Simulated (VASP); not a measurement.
# ZnRhSe3 (Pm-3m) in VASP: notebook, part 2 of 2

VASP 6.6.1.

### Step 5. Relaxation of cell and atoms, PBE

This run uses another cell than the first one, of 23.76 Å³/atom.

Input file INCAR:

```
ALGO = Normal
EDIFF = 1E-7
EDIFFG = -0.01
ENCUT = 600
GGA = PE
IBRION = 2
ISIF = 3
ISMEAR = 0
LASPH = T
LCHARG = F
LREAL = F
LWAVE = F
NELM = 100
NSW = 100
PREC = Accurate
SIGMA = 0.1
```

Input file KPOINTS:

```
k-points
0
Gamma
  8 8 8
```

Input file POSCAR:

```
ZnRhSe3
1.0
    4.9157836783      0.0000000000      0.0000000000
    0.0000000000      4.9157836783      0.0000000000
    0.0000000000      0.0000000000      4.9157836783
Zn Rh Se
1 1 3
Direct
    0.0000000000      0.0000000000      0.0000000000
    0.5000000000      0.5000000000      0.5000000000
    0.0000000000      0.5000000000      0.5000000000
    0.5000000000      0.0000000000      0.5000000000
    0.5000000000      0.5000000000      0.0000000000
```

Command:

```bash
> cat potpaw_PBE.64/Zn/POTCAR potpaw_PBE.64/Rh_pv/POTCAR potpaw_PBE.64/Se/POTCAR > POTCAR
> mpirun -np 1 vasp_std > vasp.out
```

Wall time 8.1 min (1 thread of Intel Xeon 8259CL, shared host); peak memory 0.35 GiB.

Results (log left out):

| Property | Result |
| --- | --- |
| Free energy | -16.8969 eV |
| Relaxed volume | 23.55 Å³/atom |
| Relaxed cell | a = 4.901 Å, b = 4.901 Å, c = 4.901 Å, α = 90.00°, β = 90.00°, γ = 90.00° |
| Space group after relaxing (to 0.1 Å) | Pm-3m (No. 221) |
| Energy gained by relaxing | 0.4 meV/atom |
| Ionic steps | 3 |
| Pressure after relaxing | 0.0 GPa |
| Band gap on the k mesh | zero (an odd number of electrons rules out a gap without spin polarisation) |

The path:
```
step  energy change (eV)  largest force (eV/Å)  pressure (GPa)  volume (Å³)
   1              0.0000                0.0000           -0.57       118.79
   2             -0.0016                0.0000            0.23       117.34
   3             -0.0019                0.0000            0.02       117.75
```

Final structure:
```
CELL_PARAMETERS angstrom
4.90134 0.00000 0.00000
0.00000 4.90134 0.00000
0.00000 0.00000 4.90134
ATOMIC_POSITIONS crystal
Zn 0.00000 0.00000 0.00000
Rh 0.50000 0.50000 0.50000
Se 0.00000 0.50000 0.50000
Se 0.50000 0.00000 0.50000
Se 0.50000 0.50000 0.00000
```

Levels at points of the mesh, in eV from the Fermi level:
```csv
k point,band 20,band 21,band 22,band 23,band 24,band 25
"(0.00, 0.00, 0.00)",-1.37,-0.88,-0.88,-0.88,-0.25,-0.25
"(0.50, 0.00, 0.00)",-1.36,-0.34,-0.34,-0.01,-0.01,0.79
"(0.50, 0.50, 0.00)",-1.52,-0.45,0.17,0.17,0.65,1.02
"(0.50, 0.50, 0.50)",-0.61,-0.61,0.67,0.67,0.67,4.71
```

### Step 6. Relaxation of cell and atoms, PBE, collinear spin, ferromagnetic start

This run uses another cell than the first one, of 23.24 Å³/atom.

Input file INCAR:

```
SYSTEM = ZnRhSe3
PREC     = Accurate       ! precision mode
ENCUT    = 600            ! plane-wave cutoff, eV
EDIFF    = 1E-7           ! SCF threshold, eV
ISMEAR   = 0              ! smearing method
SIGMA    = 0.1            ! smearing width, eV
LREAL    = .FALSE.        ! projectors in reciprocal space
LASPH    = .TRUE.         ! aspherical terms in the spheres
NELM     = 150            ! most SCF steps
ALGO     = Normal         ! electronic algorithm
ISIF     = 3              ! what is computed and relaxed
LWAVE    = .FALSE.        ! write WAVECAR
LCHARG   = .FALSE.        ! write CHGCAR
ISPIN    = 2              ! spin polarisation
MAGMOM   = 0 1 0 0 0      ! initial moments
LORBIT   = 11             ! projections on sites
LMAXMIX  = 4              ! l up to which the mixer works
GGA      = PE             ! functional
IBRION   = 2              ! ionic algorithm
NSW      = 90             ! ionic steps
EDIFFG   = -0.04          ! ionic threshold
```

Input file KPOINTS:

```
Automatic mesh
0
G
  4 4 4
  0 0 0
```

Changes to POSCAR since step 5:

```diff
@@ -2,5 +2,5 @@
 1.0
-    4.9157836783      0.0000000000      0.0000000000
-    0.0000000000      4.9157836783      0.0000000000
-    0.0000000000      0.0000000000      4.9157836783
+    4.8797958700      0.0000000000      0.0000000000
+    0.0000000000      4.8797958700      0.0000000000
+    0.0000000000      0.0000000000      4.8797958700
 Zn Rh Se
```

Potentials or basis: VASP PAW PBE potentials, release 64 (Zn, Rh_pv, Se).

Command:

```bash
> cat potpaw_PBE.64/Zn/POTCAR potpaw_PBE.64/Rh_pv/POTCAR potpaw_PBE.64/Se/POTCAR > POTCAR
> mpirun -np 1 vasp_std > vasp.out
```

OUTCAR:

```text
SYSTEM = ZnRhSe3
   PREC = Accurate
   ENCUT = 600
   EDIFF = 1E-7
   ISMEAR = 0
   LREAL = .FALSE.
   LASPH = .TRUE.
   NELM = 150
   ISIF = 3
   ISPIN = 2
   LORBIT = 11
   GGA = PE
   IBRION = 2
   NSW = 90
   EDIFFG = -0.04

 ion  position               nearest neighbor table
   1  0.000  0.000  0.000-
   2  0.500  0.500  0.500-   3 2.44   4 2.44   5 2.44   5 2.44   4 2.44   3 2.44
   3  0.000  0.500  0.500-   2 2.44   2 2.44
   4  0.500  0.000  0.500-   2 2.44   2 2.44
   5  0.500  0.500  0.000-   2 2.44   2 2.44

  LATTYP: Found a simple cubic cell.
 ALAT       =     4.8797958700

  Lattice vectors:

 A1 = (   4.8797958700,   0.0000000000,   0.0000000000)
 A2 = (   0.0000000000,   4.8797958700,   0.0000000000)
 A3 = (   0.0000000000,   0.0000000000,   4.8797958700)

Analysis of symmetry for initial positions (statically):
=====================================================================
 Subroutine PRICEL returns:
 Original cell was already a primitive cell.

 Routine SETGRP: Setting up the symmetry group for a
 simple cubic supercell.

 Subroutine GETGRP returns: Found 48 space group operations
 (whereof 48 operations were pure point group operations)
 out of a pool of 48 trial point group operations.

The static configuration has the point symmetry O_h .

Analysis of symmetry for dynamics (positions and initial velocities):
=====================================================================
 Subroutine PRICEL returns:
 Original cell was already a primitive cell.

 Routine SETGRP: Setting up the symmetry group for a
 simple cubic supercell.

 Subroutine GETGRP returns: Found 48 space group operations
 (whereof 48 operations were pure point group operations)
 out of a pool of 48 trial point group operations.

The dynamic configuration has the point symmetry O_h .

Analysis of structural, dynamic, and magnetic symmetry:
=====================================================================
 Subroutine PRICEL returns:
 Original cell was already a primitive cell.

 Routine SETGRP: Setting up the symmetry group for a
 simple cubic supercell.

 Subroutine GETGRP returns: Found 48 space group operations
 (whereof 48 operations were pure point group operations)
 out of a pool of 48 trial point group operations.

The overall configuration has the point symmetry O_h .

 Subroutine INISYM returns: Found 48 space group operations
 (whereof 48 operations are pure point group operations),
 and found     1 'primitive' translations

----------------------------------------------------------------------------------------

                                     Primitive cell

  volume of cell :     116.1997

  direct lattice vectors                    reciprocal lattice vectors
     4.879795870  0.000000000  0.000000000     0.204926605  0.000000000  0.000000000
     0.000000000  4.879795870  0.000000000     0.000000000  0.204926605  0.000000000
     0.000000000  0.000000000  4.879795870     0.000000000  0.000000000  0.204926605

  length of vectors
     4.879795870  4.879795870  4.879795870     0.204926605  0.204926605  0.204926605

  position of ions in fractional coordinates (direct lattice)
     0.000000000  0.000000000  0.000000000
     0.500000000  0.500000000  0.500000000
     0.000000000  0.500000000  0.500000000
[... 58 lines left out ...]
   PREC   = accura    normal or accurate (medium, high low for compatibility)
   ISTART =      0    job   : 0-new  1-cont  2-samecut
   ICHARG =      2    charge: 1-file 2-atom 10-const
   ISPIN  =      2    spin polarized calculation?
   LNONCOLLINEAR =      F non collinear calculations
   LSORBIT =      F    spin-orbit coupling
   LASPH  =      T    aspherical Exc in radial PAW
   ENCUT  =  600.0 eV  44.10 Ry    6.64 a.u.   9.75  9.75  9.75*2*pi/ulx,y,z
   NELM   =    150;   NELMIN=  2; NELMDL= -5     # of ELM steps
   EDIFF  = 0.1E-06   stopping-criterion for ELM
   LREAL  =      F    real-space projection
   EDIFFG = -.4E-01   stopping-criterion for IOM
   NSW    =     90    number of steps for IOM
   IBRION =      2    ionic relax: 0-MD 1-quasi-New 2-CG
   NFREE  =      1    steps in history (QN), initial steepest desc. (CG)
   ISIF   =      3    stress and relaxation
   ISYM   =      2    0-nonsym 1-usesym 2-fastsym
   POTIM  = 0.5000    time-step for ionic-motion
   TEBEG  =    0.0;   TEEND  =   0.0 temperature during run
   PSTRESS=    0.0 pullay stress
   NELECT =      45.0000    total number of electrons
   NUPDOWN=      -1.0000    fix difference up-down
   EMIN   =  10.00;   EMAX   =-10.00  energy-range for DOS
   EFERMI =   0.00;   METHOD = LEGACY
   ISMEAR =     0;   SIGMA  =   0.10  broadening in eV -4-tet -1-fermi 0-gaus
   EFERMI_NEDOS =   21; number of points for ismear=-14 and -15
   IALGO  =     38    algorithm
   IMIX   =      4    mixing-type and parameters
     AMIX     =   0.40;   BMIX     =  1.00
     AMIX_MAG =   1.60;   BMIX_MAG =  1.00
  volume/ion in A,a.u.               =      23.24       156.83
  Fermi-wavevector in a.u.,A,eV,Ry     =   1.193285  2.254981 19.373716  1.423928
  Thomas-Fermi vector in A             =   2.329303
   LORBIT       =     11    0 simple, 1 ext, 2 COOP (PROOUT), +10 PAW based schemes
   GGA     = PE    functional components
   LHFCALC =     F    Hartree Fock is set to
   AEXX    =    0.0000 exact exchange contribution
   IVDW    =     0    specifies the selected vdW correction
   LEPSILON=     F    determine dielectric tensor
   LRPA    =     F    only Hartree local field effects (RPA)
 conjugate gradient relaxation of ions
 spin polarized calculation
 Gauss-broadening in eV      SIGMA  =   0.10
  energy-cutoff  :      600.00
  volume of cell :      116.20
 maximum number of plane-waves:      3912
 NGX is ok and might be reduce to    40
   NGX = 19   NGY = 19   NGZ = 19

--------------------------------------- Ionic step        1  -------------------------------------------

 number of electron      45.0000000 magnetization       0.1857318

 Free energy of the ion-electron system (eV)
  ---------------------------------------------------
  ext. energy  EPLUGINS =         0.00000000
  ---------------------------------------------------
  free energy    TOTEN  =       -16.86088331 eV

  energy without entropy =      -16.81529366  energy(sigma->0) =      -16.83808849

------------------------ aborting loop because EDIFF is reached ----------------------------------------

  FORCE on cell =-STRESS in cart. coord.  units (eV):
  Direction    XX          YY          ZZ          XY          YZ          ZX
  --------------------------------------------------------------------------------------
  -------------------------------------------------------------------------------------
  Total        1.1065321      1.1065321      1.1065321      0.0000000      0.0000000     -0.0000000
  in kB       15.2570166     15.2570166     15.2570166      0.0000000      0.0000000     -0.0000000
  external PRESSURE =      15.2570166 kB  Pullay stress =       0.0000000 kB
[... 67 lines left out ...]
--------------------------------------- Ionic step        3  -------------------------------------------

 number of electron      45.0000000 magnetization       0.0024401

 Free energy of the ion-electron system (eV)
  ---------------------------------------------------
  ext. energy  EPLUGINS =         0.00000000
  ---------------------------------------------------
  free energy    TOTEN  =       -16.87279465 eV

  energy without entropy =      -16.82628148  energy(sigma->0) =      -16.84953807

 E-fermi :   2.9632     XC(G=0):  -9.7076

 val. band max:        2.9558613048   @ k =   0.5000   0.2500   0.0000
 cond. band min:       2.9831994019   @ k =   0.5000   0.5000   0.2500
 fundamental gap:      0.0273380971
 Fermi energy:         2.9632245159

 spin component 1

 k-point     1 :       0.0000    0.0000    0.0000
  band No.  band energies     occupation
      1     -43.4848      1.00000
      2     -43.4848      1.00000
      3     -43.4848      1.00000
      4     -10.7540      1.00000
      5      -9.2193      1.00000
      6      -9.2193      1.00000
[... 299 lines left out ...]
     27       9.5473      0.00000
     28       9.5473      0.00000
 Fermi energy:         2.9632245159

 spin component 2

 k-point     1 :       0.0000    0.0000    0.0000
  band No.  band energies     occupation
      1     -43.4843      1.00000
      2     -43.4843      1.00000
      3     -43.4843      1.00000
      4     -10.7535      1.00000
      5      -9.2189      1.00000
      6      -9.2189      1.00000
[... 331 lines left out ...]
  FREE ENERGIE OF THE ION-ELECTRON SYSTEM (eV)
  ---------------------------------------------------
  free  energy   TOTEN  =       -16.8727946471 eV

  energy  without entropy=      -16.8262814836  energy(sigma->0) =      -16.84953807

 reached required accuracy - stopping structural energy minimisation

 total charge

# of ion       s       p       d       tot
------------------------------------------
    1        0.604   0.088   9.762  10.454
    2        0.338   6.267   7.222  13.827
    3        1.499   2.186   0.048   3.733
    4        1.499   2.186   0.048   3.733
    5        1.499   2.186   0.048   3.733
--------------------------------------------------
tot          5.441  12.913  17.126  35.480

 magnetization (x)

# of ion       s       p       d       tot
------------------------------------------
    1       -0.000   0.000   0.000   0.000
    2       -0.000   0.000   0.001   0.001
    3        0.000   0.000   0.000   0.000
    4        0.000   0.000   0.000   0.000
    5        0.000   0.000   0.000   0.000
--------------------------------------------------
tot          0.000   0.001   0.001   0.002
```

Run time: 9.1 min. Hardware: 1 thread of Intel Xeon 8259CL, shared host; peak memory 0.33 GiB.

What came out:

* Free energy: -16.8728 eV
* Relaxed volume: 23.75 Å³/atom
* Relaxed cell: a = 4.915 Å, b = 4.915 Å, c = 4.915 Å, α = 90.00°, β = 90.00°, γ = 90.00°
* Space group after relaxing (to 0.1 Å): Pm-3m (No. 221)
* Energy gained by relaxing: 2.4 meV/atom
* Ionic steps: 3
* Pressure after relaxing: 0.0 GPa
* Net moment: 0.00 μB per cell
* Valence electrons inside the program's atomic spheres: Zn 10.45; Rh 13.83; Se 3.73

The path:
```
step  energy change (eV)  largest force (eV/Å)  pressure (GPa)  volume (Å³)
   1              0.0000                0.0000            1.53       116.20
   2             -0.0095                0.0000           -0.65       119.96
   3             -0.0119                0.0000            0.00       118.76
```

Final structure:
```yaml
crystal:
  lattice:
    - [4.91537, 0.00000, 0.00000]
    - [0.00000, 4.91537, 0.00000]
    - [0.00000, 0.00000, 4.91537]
  atoms:
    - { symbol: Zn, position: [0.00000, 0.00000, 0.00000] }
    - { symbol: Rh, position: [0.50000, 0.50000, 0.50000] }
    - { symbol: Se, position: [0.00000, 0.50000, 0.50000] }
    - { symbol: Se, position: [0.50000, 0.00000, 0.50000] }
    - { symbol: Se, position: [0.50000, 0.50000, 0.00000] }
```

### Step 7. The runs side by side

| task | spin | cell | k mesh | cutoff (eV) | gap on the mesh (eV) | pressure (GPa) | moment (μB) | relaxed volume (Å³/atom) |
| --- | --- | --- | --- | --- | --- | --- | --- | --- |
| single point | off | a = 4.900 Å, 5 atoms | 8 × 8 × 8 | 520 | none | 0.0 | - | - |
| single point | collinear, ferromagnetic start | a = 4.880 Å, 5 atoms | 4 × 4 × 4 | 520 | none | 1.6 | 0.20 | - |
| single point | collinear, ferromagnetic start | a = 4.916 Å, 5 atoms | 4 × 4 × 4 | 520 | none | 0.0 | 0.43 | - |
| relaxation of cell and atoms | off | relaxed from a = 4.916 Å, 5 atoms | 8 × 8 × 8 | 600 | none | 0.0 | - | 23.55 |
| relaxation of cell and atoms | collinear, ferromagnetic start | relaxed from a = 4.880 Å, 5 atoms | 4 × 4 × 4 | 600 | none | 0.0 | 0.00 | 23.75 |

Alike in all rows: level PBE; potentials or basis VASP PAW PBE potentials, release 64 (Zn, Rh_pv, Se); smearing gaussian 0.1 eV.

Absolute energies hang on the potentials; compare differences alone.
